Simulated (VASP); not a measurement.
Set up this calculation in VASP 6.6.1, as the native input.

* Task: single point
* Functional: PBE
* Potentials or basis: VASP PAW PBE potentials, release 64 (Zn, Cu)
* Cutoff: 520 eV
* k mesh: 12 × 12 × 12
* Occupations: gaussian, width 0.05 eV
* Spin: no spin polarisation
* Dipole correction: no
* Further INCAR settings: ALGO = Fast; EDIFF = 1e-06; NBANDS = 18

The structure of ZnCu lies in POSCAR:

```
ZnCu
1.0
    2.9848638095      0.0000000000      0.0000000000
    0.0000000000      2.9848638095      0.0000000000
    0.0000000000      0.0000000000      2.9848638095
Zn Cu
1 1
Direct
    0.5000000000      0.5000000000      0.5000000000
    0.0000000000      0.0000000000      0.0000000000
```

These files were run (other wordings do the same):

INCAR

```
PREC = Accurate ; ENCUT = 520
EDIFF = 1E-6 ; ISMEAR = 0
SIGMA = 0.05 ; LREAL = False
LASPH = True ; NELM = 60
ALGO = Fast ; ISIF = 2
LWAVE = False ; LCHARG = False
GGA = PE ; NBANDS = 18
```

KPOINTS

```
regular mesh
0
Gamma
  12 12 12
```

Potentials or basis: VASP PAW PBE potentials, release 64 (Zn, Cu).

Run with:

```bash
$ cat potpaw_PBE.64/Zn/POTCAR potpaw_PBE.64/Cu/POTCAR > POTCAR
$ mpirun -np 1 vasp_std > vasp.out
```

It gave:

```
Pressure               : -1.3 GPa
Band gap on the k mesh : zero (an odd number of electrons rules out a gap without spin polarisation)
```

It took 21 s on 1 thread of Intel(R) Xeon(R) Platinum 8375C CPU @ 2.90GHz (Ice Lake), with other jobs on the host, peak memory 0.16 GiB.
